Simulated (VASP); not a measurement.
# TePb (Immm) in VASP: further runs, part 2 of 2

VASP 6.6.1.

**4. Single point, PBE (uniaxial strain along a: +1.5 %, then relaxed in part)**

Input file INCAR:

```
PREC = Accurate
ENCUT = 520
EDIFF = 1E-7
ISMEAR = 0
SIGMA = 0.02
LREAL = F
LASPH = T
NELM = 80
ALGO = Normal
ISIF = 2
LWAVE = F
LCHARG = F
GGA = PE
NBANDS = 28
```

Input file KPOINTS:

```
Automatic mesh
0
Gamma
  6 6 4
```

Input file POSCAR:

```
TePb
1.0
    3.3340769850      3.3340769850      0.0000000000
   -3.2509120534      3.2509120534      0.0000000000
    0.0000000000      0.0000000000      6.5795530100
Te Pb
2 2
Direct
    0.0000000000      0.0000000000      0.0000000000
    0.5000000000      0.5000000000      0.5000000000
    0.5000000000      0.5000000000      0.0000000000
    0.0000000000      0.0000000000      0.5000000000
```

Potentials or basis: VASP PAW PBE potentials, release 64 (Te, Pb_d).

Started as:

```
> cat potpaw_PBE.64/Te/POTCAR potpaw_PBE.64/Pb_d/POTCAR > POTCAR
> mpirun -np 1 vasp_std > vasp.out
```

OUTCAR:

```text
PREC = Accurate
   ENCUT = 520
   EDIFF = 1E-7
   ISMEAR = 0
   LREAL = F
   LASPH = T
   NELM = 80
   ISIF = 2
   GGA = PE

 ion  position               nearest neighbor table
   1  0.000  0.000  0.000-   4 3.29   4 3.29   3 3.29   3 3.29   3 3.29   3 3.29
   2  0.500  0.500  0.500-   3 3.29   3 3.29   4 3.29   4 3.29   4 3.29   4 3.29
   3  0.500  0.500  0.000-   2 3.29   2 3.29   1 3.29   1 3.29   1 3.29   1 3.29
   4  0.000  0.000  0.500-   1 3.29   1 3.29   2 3.29   2 3.29   2 3.29   2 3.29

[... 959 lines left out ...]
     28      10.8860      0.00000

 [... further k-points ...]
[... 5 lines left out ...]
  --------------------------------------------------------------------------------------
  -------------------------------------------------------------------------------------
  Total       -0.3542278     -0.3542278     -0.0373208     -0.3188167      0.0000000      0.0000000
  in kB       -3.9791103     -3.9791103     -0.4192322     -3.5813309      0.0000000      0.0000000
  external PRESSURE =      -2.7924843 kB  Pullay stress =       0.0000000 kB

 VOLUME and BASIS-vectors are now :
 -----------------------------------------------------------------------------
  energy-cutoff  :      520.00
  volume of cell :      142.63
      direct lattice vectors                 reciprocal lattice vectors
     3.334076985  3.334076985  0.000000000     0.149966543  0.149966543  0.000000000
    -3.250912053  3.250912053  0.000000000    -0.153802992  0.153802992  0.000000000
     0.000000000  0.000000000  6.579553010     0.000000000  0.000000000  0.151986009

 POSITION                                       TOTAL-FORCE (eV/Angst)
 -----------------------------------------------------------------------------------
      0.00000      0.00000      0.00000        -0.000000     -0.000000      0.000000
      0.04158      3.29249      3.28978        -0.000000     -0.000000      0.000000
      0.04158      3.29249      0.00000         0.000000      0.000000     -0.000000
      0.00000      0.00000      3.28978        -0.000000     -0.000000      0.000000
 -----------------------------------------------------------------------------------
    total drift:                               -0.000000      0.000000      0.000000

  FREE ENERGIE OF THE ION-ELECTRON SYSTEM (eV)
  ---------------------------------------------------
  free  energy   TOTEN  =       -15.0367471388 eV

  energy  without entropy=      -15.0367471388  energy(sigma->0) =      -15.03674714
```

stdout:

```text
POSCAR found type information on POSCAR TePb
 POSCAR found :  2 types and       4 ions
 scaLAPACK will be used
 LDA part: xc-table for (Slater+PW92), standard interpolation
 POSCAR, INCAR and KPOINTS ok, starting setup
 FFT: planning ... GRIDC
 FFT: planning ... GRID_SOFT
 FFT: planning ... GRID
 WAVECAR not read
 entering main loop
```

It took 79 s on 1 thread of Intel Xeon 6975P-C (Granite Rapids), shared host; peak memory 0.34 GiB.

What came out:

```yaml
Free_energy: -15.0367 eV
Pressure: -0.3 GPa
Band_gap_on_the_k_mesh: 0.73 eV
```

Stress tensor (GPa, compression positive):
```
-0.40 -0.36  0.00
-0.36 -0.40  0.00
 0.00  0.00 -0.04
```

Levels at points of the mesh, in eV from the valence-band top:
| k point | band 18 | band 19 | band 20 | band 21 | band 22 | band 23 |
| --- | --- | --- | --- | --- | --- | --- |
| (0.00, 0.00, 0.00) | -1.28 | -1.19 | -1.07 | 3.49 | 3.93 | 3.98 |
| (0.50, 0.00, 0.00) | -0.86 | -0.49 | -0.49 | 1.74 | 1.74 | 1.90 |
| (0.00, 0.50, 0.00) | -0.99 | -0.66 | -0.66 | 1.54 | 1.54 | 1.74 |
| (0.50, 0.50, 0.00) | -2.53 | -2.52 | -2.52 | 3.49 | 3.49 | 5.20 |
| (0.00, 0.00, 0.50) | -1.81 | -1.25 | -1.25 | 2.49 | 2.49 | 4.23 |
| (0.50, 0.00, 0.50) | -0.69 | 0.00 | 0.00 | 0.84 | 0.84 | 1.39 |
| (0.00, 0.50, 0.50) | -0.77 | -0.10 | -0.10 | 0.73 | 0.73 | 1.28 |
| (0.50, 0.50, 0.50) | -3.44 | -0.31 | -0.31 | 1.69 | 1.69 | 5.08 |

Caveat: the cell differs from its parent crystal (uniaxial strain along a: +1.5 %, then relaxed in part); spin-orbit coupling is left out, which moves the levels of the heavy elements. A k mesh can miss the band edges.

**5. Single point, PBE (uniaxial strain along a: +1.5 %)**

Input file INCAR:

```
SYSTEM = TePb
  PREC = Accurate
  ENCUT = 520
  EDIFF = 1E-6
  ISMEAR = 0
  SIGMA = 0.02
  LREAL = .FALSE.
  LASPH = .TRUE.
  NELM = 80
  ALGO = Normal
  ISIF = 2
  LWAVE = .FALSE.
  LCHARG = .FALSE.
  GGA = PE
  NBANDS = 28
```

Input file KPOINTS:

```
regular mesh
0
G
  6 6 4
  0 0 0
```

POSCAR: that of step 4 with these lines changed.

```diff
@@ -3,4 +3,4 @@
     3.3340769850      3.3340769850      0.0000000000
-   -3.2509120534      3.2509120534      0.0000000000
-    0.0000000000      0.0000000000      6.5795530100
+   -3.2724868929      3.2724868929      0.0000000000
+    0.0000000000      0.0000000000      6.5449737858
 Te Pb
```

Potentials or basis: VASP PAW PBE potentials, release 64 (Te, Pb_d).

Started as:

```
> cat potpaw_PBE.64/Te/POTCAR potpaw_PBE.64/Pb_d/POTCAR > POTCAR
> mpirun -np 1 vasp_std > vasp.out
```

OUTCAR:

```text
SYSTEM = TePb
   PREC = Accurate
   ENCUT = 520
   EDIFF = 1E-6
   ISMEAR = 0
   LREAL = .FALSE.
   LASPH = .TRUE.
   NELM = 80
   ISIF = 2
   GGA = PE

 ion  position               nearest neighbor table
   1  0.000  0.000  0.000-   4 3.27   4 3.27   3 3.30   3 3.30   3 3.30   3 3.30
   2  0.500  0.500  0.500-   3 3.27   3 3.27   4 3.30   4 3.30   4 3.30   4 3.30
   3  0.500  0.500  0.000-   2 3.27   2 3.27   1 3.30   1 3.30   1 3.30   1 3.30
   4  0.000  0.000  0.500-   1 3.27   1 3.27   2 3.30   2 3.30   2 3.30   2 3.30

  LATTYP: Found a simple orthorhombic cell.
 ALAT       =     4.6279953466
[... 965 lines left out ...]
  --------------------------------------------------------------------------------------
  -------------------------------------------------------------------------------------
  Total       -0.6450062     -0.6450062      0.4541824     -0.2346047      0.0000000      0.0000000
  in kB       -7.2357412     -7.2357412      5.0950616     -2.6318176      0.0000000      0.0000000
  external PRESSURE =      -3.1254736 kB  Pullay stress =       0.0000000 kB

 VOLUME and BASIS-vectors are now :
 -----------------------------------------------------------------------------
  energy-cutoff  :      520.00
  volume of cell :      142.82
      direct lattice vectors                 reciprocal lattice vectors
     3.334076985  3.334076985  0.000000000     0.149966543  0.149966543  0.000000000
    -3.272486893  3.272486893  0.000000000    -0.152789000  0.152789000  0.000000000
     0.000000000  0.000000000  6.544973786     0.000000000  0.000000000  0.152789000

 POSITION                                       TOTAL-FORCE (eV/Angst)
 -----------------------------------------------------------------------------------
      0.00000      0.00000      0.00000         0.000000      0.000000      0.000000
      0.03080      3.30328      3.27249         0.000000      0.000000      0.000000
      0.03080      3.30328      0.00000        -0.000000     -0.000000      0.000000
      0.00000      0.00000      3.27249         0.000000      0.000000      0.000000
 -----------------------------------------------------------------------------------
    total drift:                               -0.000000      0.000000      0.000000

  FREE ENERGIE OF THE ION-ELECTRON SYSTEM (eV)
  ---------------------------------------------------
  free  energy   TOTEN  =       -15.0342433429 eV

  energy  without entropy=      -15.0342433429  energy(sigma->0) =      -15.03424334
```

Wall time 66 s (1 thread of Intel Xeon 6975P-C (Granite Rapids), shared host); peak memory 0.34 GiB.

What came out:

```
Free energy            : -15.0342 eV
Pressure               : -0.3 GPa
Band gap on the k mesh : 0.76 eV
```

Levels at points of the mesh, in eV from the valence-band top:
```csv
k point,band 16,band 17,band 18,band 19,band 20,band 21,band 22,band 23,band 24,band 25
"(0.00, 0.00, 0.00)",-2.60,-2.43,-1.22,-1.21,-1.06,3.49,3.89,3.94,4.12,5.19
"(0.50, 0.00, 0.00)",-2.82,-0.88,-0.88,-0.54,-0.54,1.73,1.73,1.90,1.90,4.67
"(0.00, 0.50, 0.00)",-2.79,-0.98,-0.98,-0.65,-0.65,1.59,1.59,1.78,1.78,4.68
"(0.50, 0.50, 0.00)",-4.08,-2.55,-2.55,-2.45,-2.45,3.51,3.51,5.13,5.13,5.36
"(0.00, 0.00, 0.50)",-1.98,-1.82,-1.82,-1.18,-1.18,2.51,2.51,4.24,4.24,4.29
"(0.50, 0.00, 0.50)",-0.72,-0.71,-0.71,0.00,0.00,0.85,0.85,1.41,1.41,1.42
"(0.00, 0.50, 0.50)",-0.80,-0.74,-0.74,-0.07,-0.07,0.76,0.76,1.30,1.30,1.39
"(0.50, 0.50, 0.50)",-3.40,-3.40,-3.40,-0.26,-0.26,1.73,1.73,5.08,5.08,5.17
```

Caveat: the cell differs from its parent crystal (uniaxial strain along a: +1.5 %); spin-orbit coupling is left out, which moves the levels of the heavy elements.

**6. Summary**

```csv
cell,gap on the mesh (eV),pressure (GPa)
"a = 4.576, b = 4.680, c = 6.583 Å, 4 atoms",0.72,0.2
"a = 4.715, b = 4.597, c = 6.580 Å, 4 atoms",0.73,-0.3
"a = 4.715, b = 4.628, c = 6.545 Å, 4 atoms",0.76,-0.3
```

Alike in all rows: task single point; level PBE; potentials or basis VASP PAW PBE potentials, release 64 (Te, Pb_d); no spin polarisation; k mesh 6 × 6 × 4; cutoff (eV) 520; smearing gaussian 0.02 eV.

Caveats: spin-orbit coupling is left out, which moves the levels of the heavy elements.

Absolute energies hang on the potentials; compare differences alone.
